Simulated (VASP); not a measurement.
Input of a VASP 6.6.1 run:

The input INCAR:

```
SYSTEM = Si16O
ALGO = Normal
EDIFF = 1E-6
ENCUT = 520
GGA = PE
ISIF = 2
ISMEAR = -1
ISPIN = 2
LASPH = .TRUE.
LCHARG = .FALSE.
LORBIT = 11
LREAL = Auto
LWAVE = .FALSE.
MAGMOM = 0 0 0 0 0 0 0 0 0 0 0 0 0 0 0 0 0
NBANDS = 53
NELM = 150
PREC = Accurate
SIGMA = 0.05
```

KPOINTS

```
k-points
0
G
  2 2 2
  0 0 0
```

File POSCAR:

```
Si16O
1.0
    0.0000000000      5.4300000000      5.4300000000
    5.4300000000      0.0000000000      5.4300000000
    5.4300000000      5.4300000000      0.0000000000
Si O
16 1
Direct
   -0.0176140884      0.0038494475     -0.0143271639
    0.1117830571      0.1281539595      0.1053615101
    0.0099812155     -0.0091088398      0.4763093923
    0.1331986188      0.1064927256      0.6116310313
   -0.0336517495      0.4962657459      0.0091867403
    0.0951046961      0.6291232965      0.1216372928
    0.0010192449      0.4813984346      0.4948269797
    0.0996438306      0.6176073665      0.6337270718
    0.4734127072      0.0704605893     -0.0382447514
    0.6063828729      0.1452499079      0.1196476980
    0.5074570902     -0.0203406998      0.4910244936
    0.6332809392      0.1350759669      0.5832713628
    0.4683465930      0.5149071823      0.0095202578
    0.5974125230      0.6147296501      0.1491622468
    0.4728142726      0.4973717311      0.5216603131
    0.6256250460      0.6040780847      0.6355611418
    0.6595476059      0.8377255064      0.9449015654
```

Potentials or basis: VASP PAW PBE potentials, release 64 (Si, O).

Run with:

```bash
$ cat potpaw_PBE.64/Si/POTCAR potpaw_PBE.64/O/POTCAR > POTCAR
$ mpirun -np 1 vasp_std > vasp.out
```

Question: Estimate the band gap on the k mesh.

Answer: 0.39 eV.

Question: Estimate the largest force.

Answer: 1.725 eV/Å.

Question: Predict the pressure.

Answer: 4.6 GPa.

Forces in eV/Å, atoms in the order of the input:
```
Si  -0.023 -0.065 -0.086
Si  -0.323  0.452 -0.227
Si   0.369  0.002 -0.318
Si   0.114 -0.107  0.009
Si  -0.433  0.514 -0.027
Si   0.018  0.103 -0.003
Si   0.169 -0.081 -0.068
Si  -0.025 -0.017  0.030
Si  -0.031 -0.725  0.987
Si   0.029 -0.019 -0.039
Si   0.279 -0.036  0.042
Si   0.593 -0.296  0.036
Si  -0.037  0.016 -0.005
Si  -0.647  0.069  0.405
Si   0.005 -0.536  0.650
Si   0.158 -0.131  0.094
O   -0.214  0.860 -1.480
```

Caveat: the k points lie up to 0.50 Å⁻¹ apart.
